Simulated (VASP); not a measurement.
The system is Cu.

```xyz
1
Lattice="0.0000 1.7706 1.7706 1.7706 0.0000 1.7706 1.7706 1.7706 0.0000" Properties=species:S:1:pos:R:3 pbc="T T T"
Cu    0.0000    0.0000    0.0000
```

Base run:

- Program: VASP 6.6.1
- Functional: PBE exchange alone
- Potentials or basis: VASP PAW PBE potentials, release 64 (Cu)
- Cutoff: 600 eV
- k mesh: 13 × 13 × 13
- Occupations: fermi-dirac, width 0.05 eV
- Spin: no spin polarisation

Its results: band gap on the k mesh zero (an odd number of electrons rules out a gap without spin polarisation); pressure 36.8 GPa.

Task: The run is repeated on the same cell with these changes: functional from PBE exchange alone to LDA; potentials or basis from VASP PAW PBE potentials, release 64 (Cu) to VASP PAW LDA potentials, release 64 (Cu). What comes out?

Result: Band gap on the k mesh zero (an odd number of electrons rules out a gap without spin polarisation); pressure -2.7 GPa.

Caveats: the cell stands under pressure (at least some runs).
